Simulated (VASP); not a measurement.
# Ge8HS8 (a cell with a defect) in VASP: further runs

Ge8HS8 (a cell with a defect) is run at these levels: PBE; tasks: single point.

All numbers are computed with VASP 6.6.1; they aren't measurements. Logs are shortened: lines on timing, memory, paths and dates and some standing lists are left out, and cuts for length are marked.

**1. The cell of the first run**

The cell holds a defect, 17 atoms: a = 5.771 Å, b = 5.771 Å, c = 10.785 Å, α = 90.00°, β = 90.00°, γ = 101.16°.

**2. Single point, PBE**

Input file INCAR:

```
ALGO = Normal ; EDIFF = 1E-6
ENCUT = 520 ; GGA = PE
ISIF = 2 ; ISMEAR = 0
LASPH = T ; LCHARG = F
LREAL = Auto ; LWAVE = F
NBANDS = 94 ; NELM = 100
PREC = Accurate ; SIGMA = 0.02
```

Input file KPOINTS:

```
Automatic mesh
0
Gamma
  3 3 2
  0 0 0.5
```

Input file POSCAR:

```
Ge8HS8
1.0
    0.0000000000     -3.6648200634     -4.4582437440
    0.0000000000     -3.6648200634      4.4582437440
  -10.7854111416      0.0000000000      0.0000000000
Ge S H
8 8 1
Direct
    0.1895242155      0.5569650944      0.1338743587
    0.6925851036      0.0575052016      0.1259405861
    0.8246930161      0.4498617831      0.8731312953
    0.3014738650      0.9235071497      0.8703191632
    0.6926170480      0.5550319281      0.3759347647
    0.1928273312      0.0574367975      0.3747970241
    0.3167601587      0.4439947902      0.6189885497
    0.8095425300      0.9496308778      0.6271855483
    0.1255714643      0.6233441585      0.3547814682
    0.6234954560      0.1255399543      0.3497486513
    0.8865297542      0.3807193657      0.6513672875
    0.3760850164      0.8792434637      0.6517837760
    0.1250155847      0.1238891321      0.1520606844
    0.6236312688      0.6260118026      0.1529542989
    0.8745716930      0.8808127157      0.8497470221
    0.3904304771      0.3735377264      0.8424204586
    0.3059009737      0.6189305163      0.8862242593
```

Potentials or basis: VASP PAW PBE potentials, release 64 (Ge_d, S, H).

On the command line:

```bash
> cat potpaw_PBE.64/Ge_d/POTCAR potpaw_PBE.64/S/POTCAR potpaw_PBE.64/H/POTCAR > POTCAR
> mpirun -np 1 vasp_std > vasp.out
```

OUTCAR:

```text
EDIFF = 1E-6
   ENCUT = 520
   GGA = PE
   ISIF = 2
   ISMEAR = 0
   LASPH = T
   LREAL = Auto
   NELM = 100
   PREC = Accurate

 ion  position               nearest neighbor table
   1  0.190  0.557  0.134-   9 2.45  13 2.46  14 2.47
   2  0.693  0.058  0.126-  14 2.46  13 2.47  10 2.49
   3  0.825  0.450  0.873-  15 2.46  11 2.46  16 2.48
   4  0.301  0.924  0.870-  17 1.77  12 2.42  15 2.44  16 2.57
   5  0.693  0.555  0.376-  10 2.45   9 2.46  14 2.48
   6  0.193  0.057  0.375-  10 2.45   9 2.47  13 2.48
   7  0.317  0.444  0.619-  11 2.46  12 2.49  16 2.49
   8  0.810  0.950  0.627-  11 2.46  12 2.47  15 2.47
   9  0.126  0.623  0.355-   1 2.45   5 2.46   6 2.47
  10  0.623  0.126  0.350-   5 2.45   6 2.45   2 2.49
  11  0.887  0.381  0.651-   8 2.46   3 2.46   7 2.46
  12  0.376  0.879  0.652-   4 2.42   8 2.47   7 2.49
  13  0.125  0.124  0.152-   1 2.46   2 2.47   6 2.48
  14  0.624  0.626  0.153-   2 2.46   1 2.47   5 2.48
  15  0.875  0.881  0.850-   4 2.44   3 2.46   8 2.47
  16  0.390  0.374  0.842-  17 1.65   3 2.48   7 2.49   4 2.57
  17  0.306  0.619  0.886-  16 1.65   4 1.77

  LATTYP: Found a base centered orthorhombic cell.
 ALAT       =     7.3296401268
 B/A-ratio  =     1.2164973087
 C/A-ratio  =     1.4714789478

  Lattice vectors:

 A1 = (   0.0000000000,  -3.6648200634,  -4.4582437440)
 A2 = (   0.0000000000,  -3.6648200634,   4.4582437440)
 A3 = ( -10.7854111416,   0.0000000000,   0.0000000000)

Analysis of symmetry for initial positions (statically):
=====================================================================
 Subroutine PRICEL returns:
 Original cell was already a primitive cell.

 Routine SETGRP: Setting up the symmetry group for a
 base centered orthorhombic supercell.

 Subroutine GETGRP returns: Found  1 space group operations
 (whereof  1 operations were pure point group operations)
 out of a pool of  8 trial point group operations.

The static configuration has the point symmetry C_1 .

Analysis of symmetry for dynamics (positions and initial velocities):
=====================================================================
 Subroutine PRICEL returns:
 Original cell was already a primitive cell.

 Routine SETGRP: Setting up the symmetry group for a
 base centered orthorhombic supercell.

 Subroutine GETGRP returns: Found  1 space group operations
 (whereof  1 operations were pure point group operations)
 out of a pool of  8 trial point group operations.

The dynamic configuration has the point symmetry C_1 .

 Subroutine INISYM returns: Found  1 space group operations
 (whereof  1 operations are pure point group operations),
 and found     1 'primitive' translations

----------------------------------------------------------------------------------------

                                     Primitive cell

  volume of cell :     352.4384

  direct lattice vectors                    reciprocal lattice vectors
     0.000000000 -3.664820063 -4.458243744     0.000000000 -0.136432346 -0.112151786
     0.000000000 -3.664820063  4.458243744     0.000000000 -0.136432346  0.112151786
   -10.785411142  0.000000000  0.000000000    -0.092717838  0.000000000  0.000000000

  length of vectors
     5.771208139  5.771208139 10.785411142     0.176612028  0.176612028  0.092717838

  position of ions in fractional coordinates (direct lattice)
     0.189524216  0.556965094  0.133874359
     0.692585104  0.057505202  0.125940586
     0.824693016  0.449861783  0.873131295
     0.301473865  0.923507150  0.870319163
     0.692617048  0.555031928  0.375934765
     0.192827331  0.057436798  0.374797024
[... 9 lines left out ...]
     0.390430477  0.373537726  0.842420459
     0.305900974  0.618930516  0.886224259

  ion indices of the primitive-cell ions
   primitive index   ion index
                 1           1
                 2           2
                 3           3
                 4           4
                 5           5
                 6           6
[... 9 lines left out ...]
                16          16
                17          17

----------------------------------------------------------------------------------------

 KPOINTS: Automatic mesh

Automatic generation of k-mesh.
 Grid dimensions read from file:
 generate k-points for:    3    3    2

 Generating k-lattice:

  Cartesian coordinates                     Fractional coordinates (reciprocal lattice)
     0.000000000 -0.045477449 -0.037383929     0.333333333  0.000000000  0.000000000
     0.000000000 -0.045477449  0.037383929     0.000000000  0.333333333  0.000000000
    -0.046358919  0.000000000  0.000000000     0.000000000  0.000000000  0.500000000

  Length of vectors
     0.058870676  0.058870676  0.046358919

  Shift w.r.t. Gamma in fractional coordinates (k-lattice)
     0.000000000  0.000000000  0.500000000

 Subroutine IBZKPT returns following result:
 ===========================================

 Found      9 irreducible k-points:

 Following reciprocal coordinates:
            Coordinates               Weight
  0.000000  0.000000  0.250000      2.000000
  0.333333 -0.000000  0.250000      2.000000
 -0.333333  0.000000  0.250000      2.000000
 -0.000000  0.333333 -0.250000      2.000000
  0.000000 -0.333333 -0.250000      2.000000
  0.333333  0.333333  0.250000      2.000000
 -0.333333 -0.333333  0.250000      2.000000
 -0.333333  0.333333  0.250000      2.000000
  0.333333 -0.333333  0.250000      2.000000
   k-points           NKPTS =      9   k-points in BZ     NKDIM =      9   number of bands    NBANDS=     94
   number of dos      NEDOS =    301   number of ions     NIONS =     17
   total plane-waves  NPLWV = 184320
   dimension x,y,z NGX =    48 NGY =   48 NGZ =   80
   dimension x,y,z NGXF=    96 NGYF=   96 NGZF=  160
   ions per type =               8   8   1
   NGX,Y,Z   is equivalent  to a cutoff of  13.83, 13.83, 12.33 a.u.
   NGXF,Y,Z  is equivalent  to a cutoff of  27.65, 27.65, 24.66 a.u.
 SYSTEM =  unknown system
   PREC   = accura    normal or accurate (medium, high low for compatibility)
   ISTART =      0    job   : 0-new  1-cont  2-samecut
   ICHARG =      2    charge: 1-file 2-atom 10-const
   ISPIN  =      1    spin polarized calculation?
   LNONCOLLINEAR =      F non collinear calculations
   LSORBIT =      F    spin-orbit coupling
   LASPH  =      T    aspherical Exc in radial PAW
   ENCUT  =  520.0 eV  38.22 Ry    6.18 a.u.  10.73 10.73 20.05*2*pi/ulx,y,z
   NELM   =    100;   NELMIN=  2; NELMDL= -5     # of ELM steps
   EDIFF  = 0.1E-05   stopping-criterion for ELM
   LREAL  =      T    real-space projection
   EDIFFG = 0.1E-04   stopping-criterion for IOM
   NSW    =      0    number of steps for IOM
   IBRION =     -1    ionic relax: 0-MD 1-quasi-New 2-CG
   NFREE  =      0    steps in history (QN), initial steepest desc. (CG)
   ISIF   =      2    stress and relaxation
   ISYM   =      2    0-nonsym 1-usesym 2-fastsym
   POTIM  = 0.5000    time-step for ionic-motion
   TEBEG  =    0.0;   TEEND  =   0.0 temperature during run
   PSTRESS=    0.0 pullay stress
   NELECT =     161.0000    total number of electrons
   NUPDOWN=      -1.0000    fix difference up-down
   EMIN   =  10.00;   EMAX   =-10.00  energy-range for DOS
   EFERMI =   0.00;   METHOD = LEGACY
   ISMEAR =     0;   SIGMA  =   0.02  broadening in eV -4-tet -1-fermi 0-gaus
   EFERMI_NEDOS =   21; number of points for ismear=-14 and -15
   IALGO  =     38    algorithm
   IMIX   =      4    mixing-type and parameters
     AMIX     =   0.40;   BMIX     =  1.00
     AMIX_MAG =   1.60;   BMIX_MAG =  1.00
  volume/ion in A,a.u.               =      20.73       139.90
  Fermi-wavevector in a.u.,A,eV,Ry     =   1.260828  2.382619 21.628997  1.589686
  Thomas-Fermi vector in A             =   2.394318
   LORBIT       =      0    0 simple, 1 ext, 2 COOP (PROOUT), +10 PAW based schemes
   GGA     = PE    functional components
   LHFCALC =     F    Hartree Fock is set to
   AEXX    =    0.0000 exact exchange contribution
   IVDW    =     0    specifies the selected vdW correction
   LEPSILON=     F    determine dielectric tensor
   LRPA    =     F    only Hartree local field effects (RPA)
 non-spin polarized calculation
 Gauss-broadening in eV      SIGMA  =   0.02
  energy-cutoff  :      520.00
  volume of cell :      352.44
 maximum number of plane-waves:      9495
 NGX is ok and might be reduce to    48
   NGX = 21   NGY = 21   NGZ = 41

 number of electron     161.0000005 magnetization

 Free energy of the ion-electron system (eV)
  ---------------------------------------------------
  ext. energy  EPLUGINS =         0.00000000
  ---------------------------------------------------
  free energy    TOTEN  =       -75.37739302 eV

  energy without entropy =      -75.37613222  energy(sigma->0) =      -75.37676262

 E-fermi :   5.0463     XC(G=0):  -9.8020

 val. band max:        4.8392371934   @ k =  -0.3333   0.3333   0.2500
 cond. band min:       5.0463446429   @ k =  -0.0000   0.3333  -0.2500
 fundamental gap:      0.2071074495
 Fermi energy:         5.0463218332

 k-point     1 :       0.0000    0.0000    0.2500
  band No.  band energies     occupation
      1     -20.0783      2.00000
      2     -20.0777      2.00000
      3     -20.0753      2.00000
      4     -20.0720      2.00000
      5     -20.0595      2.00000
      6     -20.0557      2.00000
[... 84 lines left out ...]
     91       8.2530      0.00000
     92       8.6021      0.00000

 k-point     2 :       0.3333   -0.0000    0.2500
  band No.  band energies     occupation
      1     -20.0779      2.00000
      2     -20.0768      2.00000
      3     -20.0739      2.00000
      4     -20.0718      2.00000
      5     -20.0600      2.00000
      6     -20.0561      2.00000
[... 654 lines left out ...]
     91       7.4793      0.00000
     92       7.6725      0.00000

 k-point     9 :       0.3333   -0.3333    0.2500
  band No.  band energies     occupation
      1     -20.0779      2.00000
      2     -20.0771      2.00000
      3     -20.0750      2.00000
      4     -20.0718      2.00000
      5     -20.0595      2.00000
      6     -20.0553      2.00000
[... 84 lines left out ...]
     91       7.4518      0.00000
     92       7.6811      0.00000
 [bands above 92 left out]

------------------------ aborting loop because EDIFF is reached ----------------------------------------

  FORCE on cell =-STRESS in cart. coord.  units (eV):
  Direction    XX          YY          ZZ          XY          YZ          ZX
  --------------------------------------------------------------------------------------
  -------------------------------------------------------------------------------------
  Total        0.0113891      0.5167116      2.3188182     -0.2113585     -2.0287890     -0.2793629
  in kB        0.0517747      2.3489598     10.5412986     -0.9608313     -9.2228318     -1.2699777
  external PRESSURE =       4.3140111 kB  Pullay stress =       0.0000000 kB

 VOLUME and BASIS-vectors are now :
 -----------------------------------------------------------------------------
  energy-cutoff  :      520.00
  volume of cell :      352.44
      direct lattice vectors                 reciprocal lattice vectors
     0.000000000 -3.664820063 -4.458243744     0.000000000 -0.136432346 -0.112151786
     0.000000000 -3.664820063  4.458243744     0.000000000 -0.136432346  0.112151786
   -10.785411142  0.000000000  0.000000000    -0.092717838  0.000000000  0.000000000

 POSITION                                       TOTAL-FORCE (eV/Angst)
 -----------------------------------------------------------------------------------
     -1.44389     -2.73575      1.63814         0.001612     -0.002342      0.003377
     -1.35832     -2.74895     -2.83134        -0.007655     -0.002756      0.007503
     -9.41708     -4.67101     -1.67109        -0.000276      0.000316      0.000549
     -9.38675     -4.48933      2.77318         0.001643      0.013788      0.004752
     -4.05461     -4.57241     -0.61339        -0.004380     -0.003628      0.012787
     -4.04234     -0.91717     -0.60360        -0.006894      0.002868      0.009074
[... 9 lines left out ...]
     -9.08585     -2.79981     -0.07531        -0.009250     -0.004306      0.023646
     -9.55829     -3.38934      1.39556         0.008985      0.001052     -0.015066
 -----------------------------------------------------------------------------------
    total drift:                                0.002279     -0.004729     -0.003695

  FREE ENERGIE OF THE ION-ELECTRON SYSTEM (eV)
  ---------------------------------------------------
  free  energy   TOTEN  =       -75.3773930243 eV

  energy  without entropy=      -75.3761322194  energy(sigma->0) =      -75.37676262
```

Wall time 6.2 min (1 thread of AMD EPYC 9R45 (Zen 5), shared host); peak memory 0.5 GiB.

What came out:

| Item | Value |
| --- | --- |
| Free energy | -75.3774 eV |
| Pressure | 0.4 GPa |
| Largest force | 0.026 eV/Å |

Forces in eV/Å, atoms in the order of the input:
```
Ge   0.002 -0.002  0.003
Ge  -0.008 -0.003  0.008
Ge   0.000  0.000  0.001
Ge   0.002  0.014  0.005
Ge  -0.004 -0.004  0.013
Ge  -0.007  0.003  0.009
Ge   0.002  0.002 -0.005
Ge   0.006 -0.004 -0.009
S    0.001  0.002 -0.001
S    0.006  0.001 -0.008
S    0.004 -0.002 -0.001
S   -0.007  0.004  0.003
S    0.006 -0.001 -0.005
S    0.003  0.005 -0.012
S   -0.004 -0.012 -0.009
S   -0.009 -0.004  0.024
H    0.009  0.001 -0.015
```

Stress tensor (GPa, compression positive):
```
 0.01 -0.10 -0.13
-0.10  0.23 -0.92
-0.13 -0.92  1.05
```

Levels at points of the mesh, in eV from the Fermi level:
```csv
k point,band 78,band 79,band 80,band 81,band 82,band 83,band 84,band 85
"(0.00, 0.00, 0.25)",-1.98,-1.47,-0.90,0.95,1.37,1.89,2.03,2.19
```

Caveat: the k points lie up to 0.37 Å⁻¹ apart.

**3. Single point, PBE**

Input file INCAR:

```
SYSTEM = Ge8HS8
PREC = Accurate
ENCUT = 520
EDIFF = 1E-6
ISMEAR = 0
SIGMA = 0.02
LREAL = Auto
LASPH = .True.
NELM = 80
ALGO = Normal
ISIF = 2
LWAVE = .False.
LCHARG = .False.
GGA = PE
NBANDS = 94
```

KPOINTS is that of step 2.

Input file POSCAR:

```
Ge8HS8
1.0
    0.0000000000     -3.6648200634     -4.4582437440
    0.0000000000     -3.6648200634      4.4582437440
  -10.7854111416      0.0000000000      0.0000000000
Ge S H
8 8 1
Direct
    0.1893892802      0.5601045428      0.1347541583
    0.6915966253      0.0605420752      0.1267207139
    0.8285152995      0.4530084640      0.8733465861
    0.2940969331      0.9090328041      0.8732544246
    0.6917876341      0.5575408243      0.3761673938
    0.1924350461      0.0599858051      0.3756460414
    0.3153738859      0.4426704252      0.6155250748
    0.8076772208      0.9485255091      0.6282529160
    0.1249381208      0.6258829161      0.3556086968
    0.6229687812      0.1276331453      0.3507417520
    0.8866678907      0.3807812390      0.6516636137
    0.3741058174      0.8745950522      0.6530434406
    0.1244565348      0.1269629030      0.1527098947
    0.6232167284      0.6279472908      0.1530207776
    0.8692137811      0.8824995060      0.8509399298
    0.3917727458      0.3633254452      0.8387242620
    0.2851734412      0.5870546477      0.8811397058
```

Potentials or basis: VASP PAW PBE potentials, release 64 (Ge_d, S, H).

On the command line:

```bash
> cat potpaw_PBE.64/Ge_d/POTCAR potpaw_PBE.64/S/POTCAR potpaw_PBE.64/H/POTCAR > POTCAR
> mpirun -np 1 vasp_std > vasp.out
```

Run time: 6.6 min. Hardware: 1 thread of AMD EPYC 9R45 (Zen 5), shared host; peak memory 0.5 GiB.

It converged, with:

```
Free energy   : -75.3752 eV
Pressure      : 0.4 GPa
Largest force : 0.029 eV/Å
```

Forces in eV/Å, atoms in the order of the input:
```
Ge   0.003  0.002  0.005
Ge  -0.002  0.002  0.003
Ge   0.001  0.005 -0.007
Ge   0.003  0.004 -0.009
Ge  -0.001  0.002  0.005
Ge  -0.002  0.001  0.005
Ge  -0.001 -0.002 -0.007
Ge   0.002  0.001 -0.006
S    0.000 -0.001 -0.004
S    0.001  0.000 -0.003
S    0.002  0.002  0.004
S   -0.001  0.001  0.004
S    0.001  0.003 -0.008
S    0.000  0.000 -0.006
S    0.001  0.000  0.001
S   -0.009  0.000  0.027
H    0.001 -0.019 -0.005
```

Stress tensor (GPa, compression positive):
```
 0.03 -0.05 -0.17
-0.05  0.09 -0.70
-0.17 -0.70  1.00
```

Levels at points of the mesh, in eV from the Fermi level:
```tsv
k point	band 76	band 77	band 78	band 79	band 80	band 81	band 82	band 83	band 84	band 85
(0.00, 0.00, 0.25)	-2.37	-2.15	-2.12	-1.59	-1.02	0.79	1.08	1.76	1.88	2.07
```

Caveat: the k points lie up to 0.37 Å⁻¹ apart.

**4. Single point, PBE**

Input file INCAR:

```
SYSTEM = Ge8HS8
PREC = Accurate
ENCUT = 520
EDIFF = 1E-6
ISMEAR = 0
SIGMA = 0.02
LREAL = Auto
LASPH = .True.
NELM = 60
ALGO = Normal
ISIF = 2
LWAVE = .False.
LCHARG = .True.
GGA = PE
LELF = .True.
LVHAR = .True.
NBANDS = 94
```

KPOINTS is that of step 3.

Input file POSCAR:

```
Ge8HS8
1.0
    0.0000000000     -3.6648200634     -4.4582437440
    0.0000000000     -3.6648200634      4.4582437440
  -10.7854111416      0.0000000000      0.0000000000
Ge S H
8 8 1
Direct
    0.1887876838      0.5614483312      0.1355490283
    0.6898967739      0.0619259493      0.1271720644
    0.8378695429      0.4601775420      0.8741651919
    0.2873583309      0.8994917531      0.8747444002
    0.6905038589      0.5585539177      0.3762878343
    0.1915174942      0.0609407395      0.3761280814
    0.3133477629      0.4409370184      0.6126646368
    0.8054483251      0.9481027057      0.6292590900
    0.1240264434      0.6266761702      0.3563086237
    0.6218870875      0.1285674921      0.3515674971
    0.8858010994      0.3814870401      0.6523936740
    0.3715486291      0.8698823065      0.6535690580
    0.1229353704      0.1283940221      0.1530249499
    0.6224347459      0.6285748319      0.1530430299
    0.8643537000      0.8865581836      0.8521205061
    0.3941812156      0.3561781342      0.8351410884
    0.2636180641      0.5523270432      0.8781205348
```

On the command line:

```bash
> cat potpaw_PBE.64/Ge_d/POTCAR potpaw_PBE.64/S/POTCAR potpaw_PBE.64/H/POTCAR > POTCAR
> mpirun -np 1 vasp_std > vasp.out
```

Run time: 5.8 min. Hardware: 1 thread of AMD EPYC 9R45 (Zen 5), shared host; peak memory 0.5 GiB.

The run converged. Its results:

```yaml
Free_energy: -75.3686 eV
Pressure: 0.4 GPa
Largest_force: 0.036 eV/Å
```

Forces in eV/Å, atoms in the order of the input:
```
Ge   0.006  0.001  0.008
Ge  -0.002  0.001  0.003
Ge   0.002  0.013 -0.003
Ge  -0.006  0.006 -0.010
Ge  -0.002  0.002  0.005
Ge  -0.003  0.001  0.005
Ge   0.003  0.000 -0.006
Ge   0.005  0.001 -0.006
S   -0.006 -0.003 -0.002
S    0.001 -0.001 -0.004
S    0.000  0.002  0.005
S   -0.002  0.002  0.010
S    0.003  0.003 -0.010
S    0.004 -0.002 -0.006
S    0.002  0.000 -0.001
S   -0.010  0.002  0.032
H    0.005 -0.030 -0.020
```

Stress tensor (GPa, compression positive):
```
 0.10 -0.02 -0.18
-0.02  0.01 -0.43
-0.18 -0.43  0.95
```

Levels at points of the mesh, in eV from the Fermi level:
| k point | band 78 | band 79 | band 80 | band 81 | band 82 | band 83 |
| --- | --- | --- | --- | --- | --- | --- |
| (0.00, 0.00, 0.25) | -2.34 | -1.80 | -1.23 | 0.55 | 0.73 | 1.55 |

Caveat: the k points lie up to 0.37 Å⁻¹ apart.
